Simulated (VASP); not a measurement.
# La2SbN2 (I4/mmm) in VASP: single point with r2SCAN

Aim: the single point of La2SbN2 with r2SCAN.

All numbers are computed with VASP 6.6.1; they aren't measurements. Logs are shortened: lines on timing, memory, paths and dates and some standing lists are left out, and cuts for length are marked.

## 1. The cell of the first run

The structure is tetragonal, space group I4/mmm (No. 139). The conventional cell has a = 4.053 Å, b = 4.053 Å, c = 14.886 Å, α = 90.00°, β = 90.00°, γ = 90.00°. N (site symmetry -4m2) has 4 La at 2.37 Å and 4 N at 2.87 Å within 3.1 Å. Sb (site symmetry 4/mmm) has 10 La at 3.80 to 4.95 Å and 4 Sb at 4.05 Å and 8 N at 4.24 Å within 5.0 Å. La (site symmetry 4mm) has 4 N at 2.37 Å within 3.1 Å.

## 2. Single point, r2SCAN

Contents of POSCAR:

```
La2SbN2
1.0
    0.0000000000      4.0530034761      0.0000001465
    4.0530034761      0.0000000000      0.0000001465
    2.0265020071      2.0265020071     -7.4430694521
N Sb La
2 1 2
Direct
    0.2500000000      0.7500000000      0.5000000000
    0.7500000000      0.2500000000      0.5000000000
    0.0000000000      0.0000000000      0.0000000000
    0.3325989628      0.3325989628      0.3348020744
    0.6674010372      0.6674010372      0.6651979256
```

Contents of INCAR.step1:

```
SYSTEM = La2SbN2
  ALGO = Normal
  EDIFF = 1E-4
  ENCUT = 520
  GGA = PE
  ISMEAR = -1
  LASPH = .TRUE.
  LCHARG = .FALSE.
  LREAL = .FALSE.
  LWAVE = .TRUE.
  NBANDS = 26
  NELM = 80
  PREC = Accurate
  SIGMA = 0.1
```

Contents of INCAR.step2:

```
SYSTEM = La2SbN2
  ALGO = Normal
  EDIFF = 1E-6
  ENCUT = 520
  ISIF = 2
  ISMEAR = -1
  ISTART = 1
  LASPH = .TRUE.
  LCHARG = .FALSE.
  LMIXTAU = .TRUE.
  LREAL = .FALSE.
  LWAVE = .FALSE.
  METAGGA = R2SCAN
  NBANDS = 26
  NELM = 80
  PREC = Accurate
  SIGMA = 0.1
```

Contents of KPOINTS:

```
k-points
0
G
  7 7 7
  0 0 0
```

Potentials or basis: VASP PAW PBE potentials, release 64 (N, Sb, La).

The run is started by

```console
cat potpaw_PBE.64/N/POTCAR potpaw_PBE.64/Sb/POTCAR potpaw_PBE.64/La/POTCAR > POTCAR
cp INCAR.step1 INCAR
mpirun -np 1 vasp_std > vasp.out
cp INCAR.step2 INCAR
mpirun -np 1 vasp_std > vasp.out
```

OUTCAR:

```text
SYSTEM = La2SbN2
   EDIFF = 1E-6
   ENCUT = 520
   ISIF = 2
   ISMEAR = -1
   ISTART = 1
   LASPH = .TRUE.
   LREAL = .FALSE.
   METAGGA = R2SCAN
   NELM = 80
   PREC = Accurate

 ion  position               nearest neighbor table
   1  0.250  0.750  0.500-   4 2.37   5 2.37   5 2.37   4 2.37
   2  0.750  0.250  0.500-   4 2.37   5 2.37   5 2.37   4 2.37
   3  0.000  0.000  0.000-
   4  0.333  0.333  0.335-   1 2.37   2 2.37   1 2.37   2 2.37
   5  0.667  0.667  0.665-   1 2.37   2 2.37   1 2.37   2 2.37

  LATTYP: Found a body centered tetragonal cell.
 ALAT       =     4.0530034761
 C/A-ratio  =     3.6728661312

  Lattice vectors:

 A1 = (  -2.0265020071,   2.0265014690,   7.4430695986)
 A2 = (   2.0265014690,  -2.0265020071,   7.4430695986)
 A3 = (   2.0265020071,   2.0265020071,  -7.4430694521)

Analysis of symmetry for initial positions (statically):
=====================================================================
 Subroutine PRICEL returns:
 Original cell was already a primitive cell.

 Routine SETGRP: Setting up the symmetry group for a
 body centered tetragonal supercell.

 Subroutine GETGRP returns: Found 16 space group operations
 (whereof 16 operations were pure point group operations)
 out of a pool of 16 trial point group operations.

The static configuration has the point symmetry D_4h.

Analysis of symmetry for dynamics (positions and initial velocities):
=====================================================================
 Subroutine PRICEL returns:
 Original cell was already a primitive cell.

 Routine SETGRP: Setting up the symmetry group for a
 body centered tetragonal supercell.

 Subroutine GETGRP returns: Found 16 space group operations
 (whereof 16 operations were pure point group operations)
 out of a pool of 16 trial point group operations.

The dynamic configuration has the point symmetry D_4h.

 Subroutine INISYM returns: Found 16 space group operations
 (whereof 16 operations are pure point group operations),
 and found     1 'primitive' translations

----------------------------------------------------------------------------------------

                                     Primitive cell

  volume of cell :     122.2661

  direct lattice vectors                    reciprocal lattice vectors
     0.000000000  4.053003476  0.000000146    -0.000000002  0.246730603  0.067176594
     4.053003476  0.000000000  0.000000146     0.246730603 -0.000000002  0.067176594
     2.026502007  2.026502007 -7.443069452     0.000000005  0.000000005 -0.134353171

  length of vectors
     4.053003476  4.053003476  7.975757245     0.255712114  0.255712114  0.134353171

  position of ions in fractional coordinates (direct lattice)
     0.250000000  0.750000000  0.500000000
     0.750000000  0.250000000  0.500000000
     0.000000000  0.000000000  0.000000000
     0.332598963  0.332598963  0.334802074
     0.667401037  0.667401037  0.665197926

  ion indices of the primitive-cell ions
   primitive index   ion index
                 1           1
                 2           2
                 3           3
                 4           4
                 5           5

----------------------------------------------------------------------------------------

 KPOINTS: k-points

Automatic generation of k-mesh.
 Grid dimensions read from file:
 generate k-points for:    7    7    7

 Generating k-lattice:

  Cartesian coordinates                     Fractional coordinates (reciprocal lattice)
    -0.000000000  0.035247229  0.009596656     0.142857143  0.000000000  0.000000000
     0.035247229 -0.000000000  0.009596656     0.000000000  0.142857143  0.000000000
     0.000000001  0.000000001 -0.019193310     0.000000000  0.000000000  0.142857143

  Length of vectors
     0.036530302  0.036530302  0.019193310

  Shift w.r.t. Gamma in fractional coordinates (k-lattice)
     0.000000000  0.000000000  0.000000000

 Subroutine IBZKPT returns following result:
 ===========================================

 Found     40 irreducible k-points:

 Following reciprocal coordinates:
            Coordinates               Weight
  0.000000  0.000000  0.000000      1.000000
  0.142857 -0.000000  0.000000      8.000000
  0.285714 -0.000000 -0.000000      8.000000
  0.428571 -0.000000  0.000000      8.000000
  0.142857  0.142857 -0.000000      8.000000
  0.285714  0.142857  0.000000     16.000000
[... 16 lines left out ...]
  0.285714  0.285714  0.142857      8.000000
  0.428571  0.285714  0.142857     16.000000
 [... further k-points ...]
   k-points           NKPTS =     40   k-points in BZ     NKDIM =     40   number of bands    NBANDS=     26
   number of dos      NEDOS =    301   number of ions     NIONS =      5
   total plane-waves  NPLWV =  54000
   dimension x,y,z NGX =    30 NGY =   30 NGZ =   60
   dimension x,y,z NGXF=    60 NGYF=   60 NGZF=  120
   ions per type =               2   1   2
   NGX,Y,Z   is equivalent  to a cutoff of  12.31, 12.31, 12.51 a.u.
   NGXF,Y,Z  is equivalent  to a cutoff of  24.61, 24.61, 25.01 a.u.
 SYSTEM =  La2SbN2
   PREC   = accura    normal or accurate (medium, high low for compatibility)
   ISTART =      1    job   : 0-new  1-cont  2-samecut
   ICHARG =      0    charge: 1-file 2-atom 10-const
   ISPIN  =      1    spin polarized calculation?
   LNONCOLLINEAR =      F non collinear calculations
   LSORBIT =      F    spin-orbit coupling
   LASPH  =      T    aspherical Exc in radial PAW
   ENCUT  =  520.0 eV  38.22 Ry    6.18 a.u.   7.54  7.54 14.83*2*pi/ulx,y,z
   NELM   =     80;   NELMIN=  2; NELMDL=  0     # of ELM steps
   EDIFF  = 0.1E-05   stopping-criterion for ELM
   LREAL  =      F    real-space projection
   EDIFFG = 0.1E-04   stopping-criterion for IOM
   NSW    =      0    number of steps for IOM
   IBRION =     -1    ionic relax: 0-MD 1-quasi-New 2-CG
   NFREE  =      0    steps in history (QN), initial steepest desc. (CG)
   ISIF   =      2    stress and relaxation
   ISYM   =      2    0-nonsym 1-usesym 2-fastsym
   POTIM  = 0.5000    time-step for ionic-motion
   TEBEG  =    0.0;   TEEND  =   0.0 temperature during run
   PSTRESS=    0.0 pullay stress
   NELECT =      37.0000    total number of electrons
   NUPDOWN=      -1.0000    fix difference up-down
   EMIN   =  10.00;   EMAX   =-10.00  energy-range for DOS
   EFERMI =   0.00;   METHOD = LEGACY
   ISMEAR =    -1;   SIGMA  =   0.10  broadening in eV -4-tet -1-fermi 0-gaus
   EFERMI_NEDOS =   21; number of points for ismear=-14 and -15
   IALGO  =     38    algorithm
   IMIX   =      4    mixing-type and parameters
     AMIX     =   0.40;   BMIX     =  1.00
     AMIX_MAG =   1.60;   BMIX_MAG =  1.00
  volume/ion in A,a.u.               =      24.45       165.02
  Fermi-wavevector in a.u.,A,eV,Ry     =   1.099107  2.077011 16.436337  1.208037
  Thomas-Fermi vector in A             =   2.235496
   LORBIT       =      0    0 simple, 1 ext, 2 COOP (PROOUT), +10 PAW based schemes
   METAGGA = R2SCAN    functional components
   LHFCALC =     F    Hartree Fock is set to
   AEXX    =    0.0000 exact exchange contribution
   IVDW    =     0    specifies the selected vdW correction
   LEPSILON=     F    determine dielectric tensor
   LRPA    =     F    only Hartree local field effects (RPA)
 non-spin polarized calculation
  energy-cutoff  :      520.00
  volume of cell :      122.27
 maximum number of plane-waves:      3328
 NGX is ok and might be reduce to    30
   NGX = 15   NGY = 15   NGZ = 29

 number of electron      36.9999999 magnetization

 Free energy of the ion-electron system (eV)
  ---------------------------------------------------
  ext. energy  EPLUGINS =         0.00000000
  ---------------------------------------------------
  free energy    TOTEN  =      -108.19450054 eV

  energy without entropy =     -108.04196775  energy(sigma->0) =     -108.11823415

 E-fermi :   5.5059     XC(G=0): -10.0325

 val. band max:        5.5017470188   @ k =   0.4286   0.4286   0.0000
 cond. band min:       5.5060149538   @ k =   0.4286   0.1429  -0.0000
 fundamental gap:      0.0042679350
 Fermi energy:         5.5059434558

 k-point     1 :       0.0000    0.0000    0.0000
  band No.  band energies     occupation
      1     -26.1669      2.00000
      2     -25.9582      2.00000
      3     -11.2472      2.00000
      4      -9.6500      2.00000
      5      -9.6499      2.00000
      6      -9.2537      2.00000
[... 18 lines left out ...]
     25      10.2676      0.00000
     26      10.3844      0.00000

 k-point     2 :       0.1429   -0.0000    0.0000
  band No.  band energies     occupation
      1     -26.1482      2.00000
      2     -25.9597      2.00000
      3     -11.2641      2.00000
      4     -10.0480      2.00000
      5      -9.6178      2.00000
      6      -9.2696      2.00000
[... 18 lines left out ...]
     25      10.2815      0.00000
     26      10.3405      0.00000

 k-point     3 :       0.2857   -0.0000   -0.0000
  band No.  band energies     occupation
      1     -26.1001      2.00000
      2     -25.9689      2.00000
      3     -11.3160      2.00000
      4     -10.6885      2.00000
      5      -9.5312      2.00000
      6      -9.4092      2.00000
[... 18 lines left out ...]
     25      10.2350      0.00000
     26      10.2599      0.00000

 k-point     4 :       0.4286   -0.0000    0.0000
  band No.  band energies     occupation
      1     -26.0423      2.00000
      2     -25.9952      2.00000
      3     -11.3275      2.00000
      4     -11.1447      2.00000
      5      -9.4166      2.00000
      6      -9.4058      2.00000
[... 18 lines left out ...]
     25      10.1240      0.00000
     26      10.2533      0.00000

 k-point     5 :       0.1429    0.1429   -0.0000
  band No.  band energies     occupation
      1     -26.1304      2.00000
      2     -25.9603      2.00000
      3     -11.2823      2.00000
      4     -10.2353      2.00000
      5      -9.7560      2.00000
      6      -9.3226      2.00000
[... 18 lines left out ...]
     25      10.2084      0.00000
     26      10.3514      0.00000

 k-point     6 :       0.2857    0.1429    0.0000
  band No.  band energies     occupation
      1     -26.0849      2.00000
      2     -25.9667      2.00000
      3     -11.3400      2.00000
      4     -10.7699      2.00000
      5      -9.7137      2.00000
      6      -9.4398      2.00000
[... 427 lines left out ...]
 k-point    21 :      -0.2857    0.0000    0.1429
  band No.  band energies     occupation
      1     -26.0997      2.00000
      2     -25.9693      2.00000
      3     -11.3111      2.00000
      4     -10.6936      2.00000
      5      -9.5322      2.00000
      6      -9.3954      2.00000
[... 18 lines left out ...]
     25      10.2707      0.00000
     26      10.2898      0.00000

 k-point    22 :      -0.1429    0.0000    0.1429
  band No.  band energies     occupation
      1     -26.1478      2.00000
      2     -25.9601      2.00000
      3     -11.2575      2.00000
      4     -10.0515      2.00000
      5      -9.6188      2.00000
      6      -9.2720      2.00000
[... 18 lines left out ...]
     25      10.3215      0.00000
     26      10.3481      0.00000

 k-point    23 :       0.2857    0.2857    0.1429
  band No.  band energies     occupation
      1     -26.0476      2.00000
      2     -25.9648      2.00000
      3     -11.4156      2.00000
      4     -11.0464      2.00000
      5      -9.8210      2.00000
      6      -9.5392      2.00000
[... 18 lines left out ...]
     25      10.2925      0.00000
     26      10.3350      0.00000

 k-point    24 :       0.4286    0.2857    0.1429
  band No.  band energies     occupation
      1     -26.0051      2.00000
      2     -25.9755      2.00000
      3     -11.4597      2.00000
      4     -11.3429      2.00000
      5      -9.7383      2.00000
      6      -9.6083      2.00000
[... 18 lines left out ...]
     25      10.2541      0.00000
     26      10.3324      0.00000

 [... further k-points ...]

------------------------ aborting loop because EDIFF is reached ----------------------------------------

  FORCE on cell =-STRESS in cart. coord.  units (eV):
  Direction    XX          YY          ZZ          XY          YZ          ZX
  --------------------------------------------------------------------------------------
  -------------------------------------------------------------------------------------
  Total       -0.1380889     -0.1380889     -0.1082047     -0.0000000     -0.0000000     -0.0000000
  in kB       -1.8095203     -1.8095203     -1.4179165     -0.0000000     -0.0000000     -0.0000000
  external PRESSURE =      -1.6789857 kB  Pullay stress =       0.0000000 kB

 VOLUME and BASIS-vectors are now :
 -----------------------------------------------------------------------------
  energy-cutoff  :      520.00
  volume of cell :      122.27
      direct lattice vectors                 reciprocal lattice vectors
     0.000000000  4.053003476  0.000000146    -0.000000002  0.246730603  0.067176594
     4.053003476  0.000000000  0.000000146     0.246730603 -0.000000002  0.067176594
     2.026502007  2.026502007 -7.443069452     0.000000005  0.000000005 -0.134353171

 POSITION                                       TOTAL-FORCE (eV/Angst)
 -----------------------------------------------------------------------------------
      4.05300      2.02650     -3.72153        -0.000000     -0.000000      0.000000
      2.02650      4.05300     -3.72153         0.000000      0.000000     -0.000000
      0.00000      0.00000      0.00000         0.000000      0.000000      0.000000
      2.02650      2.02650     -2.49195         0.000000      0.000000     -0.024110
      4.05300      4.05300     -4.95111        -0.000000     -0.000000      0.024110
 -----------------------------------------------------------------------------------
    total drift:                                0.000000     -0.000000     -0.000000

  FREE ENERGIE OF THE ION-ELECTRON SYSTEM (eV)
  ---------------------------------------------------
  free  energy   TOTEN  =      -108.1945005441 eV

  energy  without entropy=     -108.0419677533  energy(sigma->0) =     -108.11823415
```

Run time: 12 min. Hardware: 1 thread of Intel Xeon Platinum 8488C (Sapphire Rapids), shared host; peak memory 0.33 GiB.

Results:

```yaml
Free_energy: -108.1945 eV
Pressure: -0.2 GPa
Largest_force: 0.024 eV/Å
Band_gap_on_the_k_mesh: zero (an odd number of electrons rules out a gap without spin polarisation)
```

Forces on the atoms (eV/Å):
```
N    0.000  0.000  0.000
N    0.000  0.000  0.000
Sb   0.000  0.000  0.000
La   0.000  0.000 -0.024
La   0.000  0.000  0.024
```

Caveat: the PAW data sets were made with another functional, which shifts forces and pressure a little; spin-orbit coupling is left out, which moves the levels of the heavy elements.
